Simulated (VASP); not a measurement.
The system is Ba2Tl5V3O12.

```
CELL_PARAMETERS angstrom
6.65272 0.04946 0.02017
2.86070 8.36464 0.00384
2.68279 2.46936 9.19569
ATOMIC_POSITIONS crystal
Ba 0.80419 0.04665 0.02264
Ba 0.21205 0.95157 0.34012
V 0.74540 0.70796 0.33582
V 0.25963 0.26599 0.03225
V 0.04074 0.07695 0.66106
Tl 0.25636 0.39847 0.35003
Tl 0.58966 0.34866 0.60553
Tl 0.57327 0.88069 0.66842
Tl 0.74552 0.49664 0.11648
Tl 0.11891 0.64206 0.74303
O 0.28433 0.09717 0.54175
O 0.85350 0.49575 0.34386
O 0.40255 0.20448 0.17282
O 0.88414 0.05377 0.55967
O 0.14017 0.47956 0.98899
O 0.54627 0.73631 0.48712
O 0.90594 0.24279 0.73262
O 0.61543 0.80058 0.18857
O 0.05538 0.16451 0.10164
O 0.08209 0.90404 0.80708
O 0.44178 0.20123 0.89187
O 0.94269 0.80417 0.30862
```

- Program: VASP 6.6.1
- Task: single point
- Functional: PBE
- Potentials or basis: VASP PAW PBE potentials, release 64 (Ba_sv, V_sv, Tl_d, O)
- Cutoff: 520 eV
- k mesh: 5 × 4 × 3
- Occupations: fermi-dirac, width 0.05 eV
- Spin: collinear spin, ferromagnetic start
- Starting moments: [0.0, 0.0, 2.0, 2.0, 2.0, 0.0, 0.0, 0.0, 0.0, 0.0, 0.0, 0.0, 0.0, 0.0, 0.0, 0.0, 0.0, 0.0, 0.0, 0.0, 0.0, 0.0] μB

On this cell: pressure 0.5 GPa; largest force 0.192 eV/Å; net moment 0.00 μB per cell; band gap on the k mesh 2.90 eV (least direct gap 3.01 eV).

The same run follows on a disturbed copy (atoms moved at random):

```
Ba V Tl O
1.0
     6.65272    0.04946    0.02017
     2.86070    8.36464    0.00384
     2.68279    2.46936    9.19569
Ba V Tl O
2 3 5 12
Direct
  0.80564 0.05061 0.02453
  0.21809 0.95023 0.33985
  0.73957 0.70344 0.33379
  0.24956 0.26935 0.03739
  0.03773 0.07870 0.66439
  0.25638 0.39371 0.35458
  0.58913 0.35669 0.60390
  0.58069 0.88072 0.66929
  0.75113 0.49941 0.11741
  0.12163 0.64312 0.74081
  0.27901 0.09590 0.54031
  0.85246 0.50058 0.34641
  0.39234 0.20054 0.17443
  0.88168 0.04986 0.56514
  0.14106 0.47519 0.99420
  0.55238 0.73686 0.48793
  0.89881 0.23812 0.73586
  0.61292 0.79987 0.19008
  0.04989 0.17029 0.10325
  0.07995 0.90568 0.80776
  0.43856 0.20081 0.89166
  0.93896 0.80230 0.31282
```

**Question.** What does the disturbed cell give?

**Answer.** The energy moves by +23.8 meV/atom; pressure 2.0 GPa; largest force 4.028 eV/Å; net moment 0.00 μB per cell; band gap on the k mesh 2.82 eV (least direct gap 2.92 eV).

Forces in eV/Å, atoms in the order of the input:
```
Ba  -0.361 -0.123  0.025
Ba  -0.353 -0.021  0.234
V    2.484  2.977  1.092
V    1.409 -2.590 -2.222
V   -0.227 -1.648 -0.995
Tl   0.099 -0.012 -0.003
Tl  -0.122 -0.142  0.232
Tl  -0.094  0.072 -0.084
Tl  -0.332 -0.071 -0.120
Tl   0.055  0.075  0.099
O    0.407  0.196 -0.051
O    0.008 -2.555  0.030
O    1.043  0.205  1.047
O   -0.132  0.085 -0.107
O   -0.289  2.218 -0.494
O   -0.635 -0.086  0.373
O    0.028  1.680  0.531
O   -0.920  0.096 -1.204
O   -1.164 -0.335  0.500
O    0.142 -0.390  0.492
O   -0.451  0.752  0.844
O   -0.593 -0.385 -0.219
```

Stress tensor (GPa, compression positive):
```
 1.44 -0.28  0.44
-0.28  3.22 -0.57
 0.44 -0.57  1.29
```

Caveats: spin-orbit coupling is left out, which moves the levels of the heavy elements; an odd mesh through Γ misses points on the zone boundary, where band edges can lie.
